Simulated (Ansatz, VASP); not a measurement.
**Ir in VASP and in Ansatz**

```xyz
2
Lattice="2.5313 0.0000 0.0000 -1.2656 2.1921 0.0000 0.0000 0.0000 4.2838" Properties=species:S:1:pos:R:3 pbc="T T T"
Ir    1.2656    0.7307    3.2128
Ir    0.0000    1.4614    1.0709
```

Change from the starting cell: strain -0.080 along x and y, -0.040 along z, atoms carried along.

Alike in both runs: task single point; functional PBE; k mesh 18 × 18 × 12; occupations gaussian, width 0.15 eV; no spin polarisation.

|  | VASP | Ansatz |
| --- | --- | --- |
| version | VASP 6.6.1 | Ansatz 0.2.0 |
| potentials or method | VASP PAW PBE potentials, release 64 (Ir), cutoff 520 eV | scalar-relativistic, plane waves, PAW |
| valence electrons in the cell | 18 | 34 |

|  | VASP | Ansatz | Ansatz less VASP |
| --- | --- | --- | --- |
| gap on the k mesh at the Fermi level (eV) | none | none | - |
| pressure (GPa) | 119.8 | 117.3 | -2.52 |
| traceless stress, the component that is largest in VASP (GPa) | -21.66 | -21.70 | -0.039 |

A gap of «none» marks a metal or a gap that the smearing closes. Both programs put the cell under a high pressure, so it lies far from rest at this level. VASP's potentials hold 18 valence electrons a cell and Ansatz's 34, so a difference there can come from the potentials and not from the codes.

Neither program's run includes spin-orbit coupling. Noted on VASP's run: the cell as given lies far from equilibrium.
